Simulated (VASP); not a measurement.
Write the native input for VASP 6.6.1 that does the following.

- Task: single point
- Functional: LDA
- Potentials or basis: VASP PAW LDA potentials, release 64 (Rh_sv_GW)
- Cutoff: 620 eV
- k mesh: 12 × 12 × 12
- Occupations: gaussian, width 0.1 eV
- Spin: no spin polarisation
- Dipole correction: no
- Further INCAR settings: ALGO = Normal; EDIFF = 1e-06; NBANDS = 14

The structure of Rh lies in POSCAR:

```
Rh
1.0
   -1.4874777095      1.4874777095      1.4874777095
    1.4874777095     -1.4874777095      1.4874777095
    1.4874777095      1.4874777095     -1.4874777095
Rh
1
Direct
    0.0000000000      0.0000000000      0.0000000000
```

This isn't the form of Rh at room conditions, which is fcc.

These files were run (other wordings do the same):

INCAR

```
  ALGO = Normal
  EDIFF = 1E-6
  ENCUT = 620
  GGA_COMPAT = F
  ISIF = 2
  ISMEAR = 0
  LASPH = T
  LCHARG = F
  LREAL = F
  LWAVE = F
  NBANDS = 14
  NELM = 120
  PREC = Accurate
  SIGMA = 0.1
```

KPOINTS

```
k-points
0
Gamma
  12 12 12
```

Potentials or basis: VASP PAW LDA potentials, release 64 (Rh_sv_GW).

The run is started by

```console
$ cat potpaw_LDA.64/Rh_sv_GW/POTCAR > POTCAR
$ mpirun -np 1 vasp_std > vasp.out
```

Results of the run:

| Property | Result |
| --- | --- |
| Pressure | 10.4 GPa |
| Band gap on the k mesh | zero (an odd number of electrons rules out a gap without spin polarisation) |

Caveat: the cell stands under pressure.

Wall time 9.9 s on 1 thread of AMD EPYC 9R45 96-Core Processor (Zen 5), with other jobs on the host, peak memory 0.12 GiB.
